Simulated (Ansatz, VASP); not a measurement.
**BAs in VASP and in Ansatz**

POSCAR

```
BAs
1.0
    0.0000000000      2.3397414207      2.3397414207
    2.3397414207      0.0000000000      2.3397414207
    2.3397414207      2.3397414207      0.0000000000
As B
1 1
Direct
    0.7500000000      0.7500000000      0.7500000000
    0.0000000000      0.0000000000      0.0000000000
```

INCAR.step1

```
PREC = Accurate
ENCUT = 520
EDIFF = 1E-5
ISMEAR = -1
SIGMA = 0.05
LREAL = F
LASPH = T
NELM = 80
ALGO = Normal
ISIF = 2
LWAVE = T
LCHARG = F
NBANDS = 11
GGA = PE
```

File INCAR.step2:

```
PREC = Accurate
ENCUT = 520
EDIFF = 1E-6
ISMEAR = -1
SIGMA = 0.05
LREAL = F
LASPH = T
NELM = 80
ALGO = Normal
ISIF = 2
LWAVE = F
LCHARG = F
GGA = B5
LHFCALC = T
AEXX = 0.2
AGGAX = 0.72
AGGAC = 0.81
ALDAC = 0.19
PRECFOCK = Normal
NBANDS = 11
ISTART = 1
```

KPOINTS

```
Automatic mesh
0
Gamma
  5 5 5
```

input.yaml

```yaml
crystal:
  lattice:
    - [0.0, 2.3397414207, 2.3397414207]
    - [2.3397414207, 0.0, 2.3397414207]
    - [2.3397414207, 2.3397414207, 0.0]
  atoms:
    - { symbol: As, position: [0.75, 0.75, 0.75] }
    - { symbol: B, position: [0.0, 0.0, 0.0] }
hamiltonian:
  xc: b3lyp5
  pseudopotentials: { kind: paw }
kpoints:
  mp_grid: { grid: [5, 5, 5] }
scf:
  occupations: { method: fermi_dirac, width: 0.05 }
output:
  forces: true
  stress: true
  eigenvalues: true
```

Alike in both runs: task single point; functional B3LYP5; k mesh 5 × 5 × 5; occupations fermi-dirac, width 0.05 eV; no spin polarisation.

|  | VASP | Ansatz |
| --- | --- | --- |
| version | VASP 6.6.1 | Ansatz 0.2.0 |
| potentials or method | VASP PAW PBE potentials, release 64 (As, B) | Ansatz PAW |
| plane-wave cutoff (eV) | 520 | 420 |
| valence electrons in the cell | 8 | 18 |

```tsv
	VASP	Ansatz	Ansatz less VASP
gap on the k mesh at the Fermi level (eV)	2.48	2.45	-0.037
least direct gap on the mesh (eV)	4.73	4.69	-0.039
pressure (GPa)	15.1	14.7	-0.43
```

VASP's potentials were made for PBE, not for B3LYP5. VASP's potentials hold 8 valence electrons a cell and Ansatz's 18, so a difference there can come from the potentials and not from the codes.

The k mesh is coarse, so the values compare programs but aren't converged. Noted on Ansatz's run: odd divisions of the mesh miss points on the zone boundary, where band edges often lie, so the gap on the mesh can be too wide.
